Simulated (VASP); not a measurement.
# VO2 in VASP: notebook

The runs below take VO2 through single point, relaxation of shape and atoms at fixed volume, with PBE+U.

Everything below comes from runs of VASP 6.6.1. Logs are shortened: lines on timing, memory, paths and dates and some standing lists are left out, and cuts for length are marked.

## Step 1: The cell of the first run

It takes space group P4_2/mnm (No. 136, tetragonal). The conventional cell has a = 4.530 Å, b = 4.530 Å, c = 3.051 Å, α = 90.00°, β = 90.00°, γ = 90.00°. Within 2.5 Å of V (site symmetry mmm) lie 6 O at 1.92 to 2.00 Å. Within 2.6 Å of O (site symmetry m2m) lie 3 V at 1.92 to 2.00 Å and 1 O at 2.58 Å.

## Step 2: Single point, PBE+U, collinear spin, ferromagnetic start (10.43 Å³/atom)

The input, INCAR:

```
ALGO = Normal
EDIFF = 1E-6
ENCUT = 600
GGA = PE
GGA_COMPAT = F
ISIF = 2
ISMEAR = 0
ISPIN = 2
LASPH = T
LCHARG = F
LDAU = T
LDAUJ = 0 0
LDAUL = 2 -1
LDAUPRINT = 1
LDAUTYPE = 2
LDAUU = 3.25 0
LMAXMIX = 4
LORBIT = 11
LREAL = F
LWAVE = F
MAGMOM = 0.95 0.95 0 0 0 0
NBANDS = 38
NELM = 200
PREC = Accurate
SIGMA = 0.02
```

The input, KPOINTS:

```
k-points
0
Gamma
  6 10 6
```

The input, POSCAR:

```
VO2
1.0
    4.5290619675      0.0000000000      0.0716031980
    0.0000000000      3.0510835511      0.0000000000
   -0.0716197730      0.0000000000      4.5290617054
V O
2 4
Direct
    0.0000000000      0.0000000000      0.0000000000
    0.5000000000      0.5000000000      0.5000000000
    0.7989819269      0.5000000000      0.2010180731
    0.2010180731      0.5000000000      0.7989819269
    0.7010187914      0.0000000000      0.7010187914
    0.2989812086      0.0000000000      0.2989812086
```

Potentials or basis: VASP PAW PBE potentials, release 64 (V_sv, O).

Started as:

```bash
$ cat potpaw_PBE.64/V_sv/POTCAR potpaw_PBE.64/O/POTCAR > POTCAR
$ mpirun -np 1 vasp_std > vasp.out
```

OUTCAR:

```text
EDIFF = 1E-6
   ENCUT = 600
   GGA = PE
   ISIF = 2
   ISMEAR = 0
   ISPIN = 2
   LASPH = T
   LORBIT = 11
   LREAL = F
   NELM = 200
   PREC = Accurate

 ion  position               nearest neighbor table
   1  0.000  0.000  0.000-   5 1.92   6 1.92   3 2.00   4 2.00   3 2.00   4 2.00
   2  0.500  0.500  0.500-   3 1.92   4 1.92   5 2.00   6 2.00   5 2.00   6 2.00
   3  0.799  0.500  0.201-   2 1.92   1 2.00   1 2.00
   4  0.201  0.500  0.799-   2 1.92   1 2.00   1 2.00
   5  0.701  0.000  0.701-   1 1.92   2 2.00   2 2.00
   6  0.299  0.000  0.299-   1 1.92   2 2.00   2 2.00

  LATTYP: Found a simple tetragonal cell.
 ALAT       =     4.5296279454
 C/A-ratio  =     0.6735837000

  Lattice vectors:

 A1 = (  -4.5290619675,   0.0000000000,  -0.0716031980)
 A2 = (  -0.0716197730,   0.0000000000,   4.5290617054)
 A3 = (   0.0000000000,   3.0510835511,   0.0000000000)

Analysis of symmetry for initial positions (statically):
=====================================================================
 Subroutine PRICEL returns:
 Original cell was already a primitive cell.

 Routine SETGRP: Setting up the symmetry group for a
 simple tetragonal supercell.

 Subroutine GETGRP returns: Found 16 space group operations
 (whereof  8 operations were pure point group operations)
 out of a pool of 16 trial point group operations.

The static configuration has the point symmetry D_2h.
 The point group associated with its full space group is D_4h.

Analysis of symmetry for dynamics (positions and initial velocities):
=====================================================================
 Subroutine PRICEL returns:
 Original cell was already a primitive cell.

 Routine SETGRP: Setting up the symmetry group for a
 simple tetragonal supercell.

 Subroutine GETGRP returns: Found 16 space group operations
 (whereof  8 operations were pure point group operations)
 out of a pool of 16 trial point group operations.

The dynamic configuration has the point symmetry D_2h.
 The point group associated with its full space group is D_4h.

Analysis of structural, dynamic, and magnetic symmetry:
=====================================================================
 Subroutine PRICEL returns:
 Original cell was already a primitive cell.

 Routine SETGRP: Setting up the symmetry group for a
 simple tetragonal supercell.

 Subroutine GETGRP returns: Found 16 space group operations
 (whereof  8 operations were pure point group operations)
 out of a pool of 16 trial point group operations.

The overall configuration has the point symmetry D_2h.
 The point group associated with its full space group is D_4h.

 Subroutine INISYM returns: Found 16 space group operations
 (whereof  8 operations are pure point group operations),
 and found     1 'primitive' translations

----------------------------------------------------------------------------------------

                                     Primitive cell

  volume of cell :      62.6007

  direct lattice vectors                    reciprocal lattice vectors
     4.529061967  0.000000000  0.071603198     0.220741086  0.000000000  0.003490663
     0.000000000  3.051083551  0.000000000     0.000000000  0.327752414  0.000000000
    -0.071619773  0.000000000  4.529061705    -0.003489855  0.000000000  0.220741099

  length of vectors
[... 156 lines left out ...]
  o =  0.1242  v =  0.0000  0.0000  0.0000  0.0000  0.0000  0.0000  0.0000  0.8656 -0.0316 -0.4998      0.0000  0.0000  0.0000  0.0000  0.0000  0.0000  0.0000  0.0000  0.0000  0.0000
  o =  0.1440  v = -0.6958 -0.7182  0.0000  0.0000  0.0000  0.0000  0.0000  0.0000  0.0000  0.0000      0.0000  0.0000  0.0000  0.0000  0.0000  0.0000  0.0000  0.0000  0.0000  0.0000
  o =  0.1732  v =  0.0000  0.0000  0.8656 -0.0316 -0.4998  0.0000  0.0000  0.0000  0.0000  0.0000      0.0000  0.0000  0.0000  0.0000  0.0000  0.0000  0.0000  0.0000  0.0000  0.0000
  o =  0.2574  v =  0.0000  0.0000  0.0000  0.0000  0.0000 -0.7182  0.6958  0.0000  0.0000  0.0000      0.0000  0.0000  0.0000  0.0000  0.0000  0.0000  0.0000  0.0000  0.0000  0.0000
  o =  0.2804  v = -0.7182  0.6958  0.0000  0.0000  0.0000  0.0000  0.0000  0.0000  0.0000  0.0000      0.0000  0.0000  0.0000  0.0000  0.0000  0.0000  0.0000  0.0000  0.0000  0.0000
  o =  0.2991  v =  0.0000  0.0000  0.0000  0.0000  0.0000  0.0000  0.0000 -0.2973 -0.8355 -0.4621      0.0000  0.0000  0.0000  0.0000  0.0000  0.0000  0.0000  0.0000  0.0000  0.0000
  o =  0.3732  v =  0.0000  0.0000 -0.2930 -0.8413 -0.4543  0.0000  0.0000  0.0000  0.0000  0.0000      0.0000  0.0000  0.0000  0.0000  0.0000  0.0000  0.0000  0.0000  0.0000  0.0000
  o =  0.9273  v =  0.0000  0.0000 -0.4061  0.5396 -0.7375  0.0000  0.0000  0.0000  0.0000  0.0000      0.0000  0.0000  0.0000  0.0000  0.0000  0.0000  0.0000  0.0000  0.0000  0.0000

atom =   2  type =  1  l = 2

 onsite density matrix

spin component  1

  0.2100  0.0682  0.0000  0.0000  0.0000
  0.0682  0.2143  0.0000  0.0000  0.0000
  0.0000  0.0000  0.3285  0.1357  0.2604
  0.0000  0.0000  0.1357  0.5344  0.2122
  0.0000  0.0000  0.2604  0.2122  0.6108

spin component  2

  0.1801  0.0749  0.0000  0.0000  0.0000
  0.0749  0.1849  0.0000  0.0000  0.0000
  0.0000  0.0000  0.1218 -0.0538 -0.0007
  0.0000  0.0000 -0.0538  0.2247 -0.0996
  0.0000  0.0000 -0.0007 -0.0996  0.1292

 occupancies and eigenvectors

  o =  0.0524  v =  0.0000  0.0000  0.0000  0.0000  0.0000  0.0000  0.0000  0.4330  0.5486  0.7152      0.0000  0.0000  0.0000  0.0000  0.0000  0.0000  0.0000  0.0000  0.0000  0.0000
  o =  0.1076  v =  0.0000  0.0000  0.0000  0.0000  0.0000 -0.7182  0.6958  0.0000  0.0000  0.0000      0.0000  0.0000  0.0000  0.0000  0.0000  0.0000  0.0000  0.0000  0.0000  0.0000
  o =  0.1242  v =  0.0000  0.0000  0.0000  0.0000  0.0000  0.0000  0.0000  0.8656 -0.0316 -0.4998      0.0000  0.0000  0.0000  0.0000  0.0000  0.0000  0.0000  0.0000  0.0000  0.0000
  o =  0.1440  v = -0.7182  0.6958  0.0000  0.0000  0.0000  0.0000  0.0000  0.0000  0.0000  0.0000      0.0000  0.0000  0.0000  0.0000  0.0000  0.0000  0.0000  0.0000  0.0000  0.0000
  o =  0.1732  v =  0.0000  0.0000  0.8656 -0.0316 -0.4998  0.0000  0.0000  0.0000  0.0000  0.0000      0.0000  0.0000  0.0000  0.0000  0.0000  0.0000  0.0000  0.0000  0.0000  0.0000
  o =  0.2574  v =  0.0000  0.0000  0.0000  0.0000  0.0000  0.6958  0.7182  0.0000  0.0000  0.0000      0.0000  0.0000  0.0000  0.0000  0.0000  0.0000  0.0000  0.0000  0.0000  0.0000
  o =  0.2804  v =  0.6958  0.7182  0.0000  0.0000  0.0000  0.0000  0.0000  0.0000  0.0000  0.0000      0.0000  0.0000  0.0000  0.0000  0.0000  0.0000  0.0000  0.0000  0.0000  0.0000
  o =  0.2991  v =  0.0000  0.0000  0.0000  0.0000  0.0000  0.0000  0.0000  0.2516 -0.8355  0.4886      0.0000  0.0000  0.0000  0.0000  0.0000  0.0000  0.0000  0.0000  0.0000  0.0000
  o =  0.3732  v =  0.0000  0.0000  0.2469 -0.8413  0.4809  0.0000  0.0000  0.0000  0.0000  0.0000      0.0000  0.0000  0.0000  0.0000  0.0000  0.0000  0.0000  0.0000  0.0000  0.0000
  o =  0.9273  v =  0.0000  0.0000 -0.4356 -0.5396 -0.7204  0.0000  0.0000  0.0000  0.0000  0.0000      0.0000  0.0000  0.0000  0.0000  0.0000  0.0000  0.0000  0.0000  0.0000  0.0000

 number of electron      49.9999986 magnetization       1.9999399

 Free energy of the ion-electron system (eV)
  ---------------------------------------------------
  ext. energy  EPLUGINS =         0.00000000
  ---------------------------------------------------
  free energy    TOTEN  =       -46.58932524 eV

  energy without entropy =      -46.58932524  energy(sigma->0) =      -46.58932524

 E-fermi :   4.8099     XC(G=0): -11.4680

 val. band max:        4.7022506717   @ k =   0.0000   0.0000   0.0000
 cond. band min:       5.6163210029   @ k =   0.5000   0.5000  -0.0000
 fundamental gap:      0.9140703312
 Fermi energy:         4.8099060315

 spin component 1

 k-point     1 :       0.0000    0.0000    0.0000
  band No.  band energies     occupation
      1     -60.9765      1.00000
      2     -60.9689      1.00000
      3     -34.9647      1.00000
      4     -34.9643      1.00000
      5     -34.6154      1.00000
      6     -34.5969      1.00000
[... 1913 lines left out ...]
     36      16.8251      0.00000
     37      18.5923      0.00000

 [... further k-points ...]

 [bands above 37 left out]

------------------------ aborting loop because EDIFF is reached ----------------------------------------

  FORCE on cell =-STRESS in cart. coord.  units (eV):
  Direction    XX          YY          ZZ          XY          YZ          ZX
  --------------------------------------------------------------------------------------
  -------------------------------------------------------------------------------------
  Total       -1.2861549     -1.4376527     -1.2861546      0.0000000      0.0000000      0.0000047
  in kB      -32.9173373    -36.7947107    -32.9173297      0.0000000      0.0000000      0.0001204
  external PRESSURE =     -34.2097926 kB  Pullay stress =       0.0000000 kB

 VOLUME and BASIS-vectors are now :
 -----------------------------------------------------------------------------
  energy-cutoff  :      600.00
  volume of cell :       62.60
      direct lattice vectors                 reciprocal lattice vectors
     4.529061967  0.000000000  0.071603198     0.220741086  0.000000000  0.003490663
     0.000000000  3.051083551  0.000000000     0.000000000  0.327752414  0.000000000
    -0.071619773  0.000000000  4.529061705    -0.003489855  0.000000000  0.220741099

 POSITION                                       TOTAL-FORCE (eV/Angst)
 -----------------------------------------------------------------------------------
      0.00000      0.00000      0.00000         0.000000     -0.000000     -0.000000
      2.22872      1.52554      2.30033         0.000000     -0.000000     -0.000000
      3.60424      1.52554      0.96763         0.039055      0.000000     -0.037839
      0.85320      1.52554      3.63303        -0.039055     -0.000000      0.037839
      3.12475      0.00000      3.22515        -0.037839     -0.000000     -0.039055
      1.33269      0.00000      1.37551         0.037839     -0.000000      0.039055
 -----------------------------------------------------------------------------------
    total drift:                                0.000000      0.000000      0.000000

  FREE ENERGIE OF THE ION-ELECTRON SYSTEM (eV)
  ---------------------------------------------------
  free  energy   TOTEN  =       -46.5893252425 eV

  energy  without entropy=      -46.5893252425  energy(sigma->0) =      -46.58932524

 total charge

# of ion       s       p       d       tot
------------------------------------------
    1        2.273   6.306   2.709  11.288
    2        2.273   6.306   2.709  11.288
    3        1.565   3.479   0.000   5.043
    4        1.565   3.479   0.000   5.043
    5        1.565   3.479   0.000   5.043
    6        1.565   3.479   0.000   5.043
--------------------------------------------------
tot         10.804  26.526   5.418  42.748

 magnetization (x)

# of ion       s       p       d       tot
------------------------------------------
    1        0.014   0.012   1.055   1.081
    2        0.014   0.012   1.055   1.081
    3       -0.002  -0.053   0.000  -0.054
    4       -0.002  -0.053   0.000  -0.054
    5       -0.002  -0.053   0.000  -0.054
    6       -0.002  -0.053   0.000  -0.054
--------------------------------------------------
tot          0.020  -0.185   2.110   1.945
```

Wall time 2.6 min (1 thread of Intel Xeon Platinum 8559C (Emerald Rapids), shared host); peak memory 0.36 GiB.

What came out:

* Free energy: -46.5893 eV
* Pressure: -3.4 GPa
* Largest force: 0.054 eV/Å
* Band gap on the k mesh: 0.91 eV (least direct gap 1.14 eV)
* Net moment: 2.00 μB per cell
* Site moments: V +1.08; O -0.05 μB
* Valence electrons inside the program's atomic spheres: V 11.29; O 5.04

Forces in eV/Å, atoms in the order of the input:
```
V    0.000  0.000  0.000
V    0.000  0.000  0.000
O    0.039  0.000 -0.038
O   -0.039  0.000  0.038
O   -0.038  0.000 -0.039
O    0.038  0.000  0.039
```

Stress tensor (GPa, compression positive):
```
-3.29  0.00  0.00
 0.00 -3.68  0.00
 0.00  0.00 -3.29
```

Levels at points of the mesh, in eV from the valence-band top:
Spin up:
| k point | band 23 | band 24 | band 25 | band 26 | band 27 | band 28 | band 29 | band 30 |
| --- | --- | --- | --- | --- | --- | --- | --- | --- |
| (0.00, 0.00, 0.00) | -0.94 | -0.54 | -0.54 | 0.00 | 1.14 | 1.28 | 1.28 | 2.26 |
| (0.50, 0.00, 0.00) | -0.82 | -0.82 | -0.65 | -0.65 | 1.91 | 1.91 | 2.28 | 2.28 |
| (0.00, 0.50, 0.00) | -1.57 | -1.57 | -0.86 | -0.86 | 2.07 | 2.07 | 2.58 | 2.58 |
| (0.50, 0.50, 0.00) | -1.09 | -1.09 | -0.87 | -0.87 | 0.91 | 0.91 | 2.72 | 2.72 |
| (0.50, 0.00, 0.50) | -1.42 | -1.42 | -1.37 | -1.37 | 1.31 | 1.31 | 2.64 | 2.64 |
| (0.50, 0.50, 0.50) | -0.86 | -0.86 | -0.70 | -0.70 | 1.73 | 1.73 | 2.03 | 2.03 |
Spin down:
```csv
k point,band 22,band 23,band 24,band 25,band 26,band 27
"(0.00, 0.00, 0.00)",-0.65,-0.65,-0.16,2.02,2.07,2.08
"(0.50, 0.00, 0.00)",-2.12,-0.89,-0.89,2.67,2.67,3.00
"(0.00, 0.50, 0.00)",-2.67,-1.60,-1.60,2.79,2.79,3.20
"(0.50, 0.50, 0.00)",-2.10,-1.22,-1.22,1.74,1.74,3.37
"(0.50, 0.00, 0.50)",-1.79,-1.48,-1.48,2.11,2.11,2.54
"(0.50, 0.50, 0.50)",-1.53,-0.78,-0.78,2.44,2.44,2.74
```

Eigenvalues of the final occupation matrices:
```csv
site,spin,trace,eigenvalues
site 1 d,1,1.90,0.14 0.17 0.28 0.37 0.93
site 1 d,2,0.84,0.05 0.11 0.12 0.26 0.30
site 2 d,1,1.90,0.14 0.17 0.28 0.37 0.93
site 2 d,2,0.84,0.05 0.11 0.12 0.26 0.30
```

Caveat: the cell stands under tension. A k mesh can miss the band edges.

(Continued in part 2 of 2.)
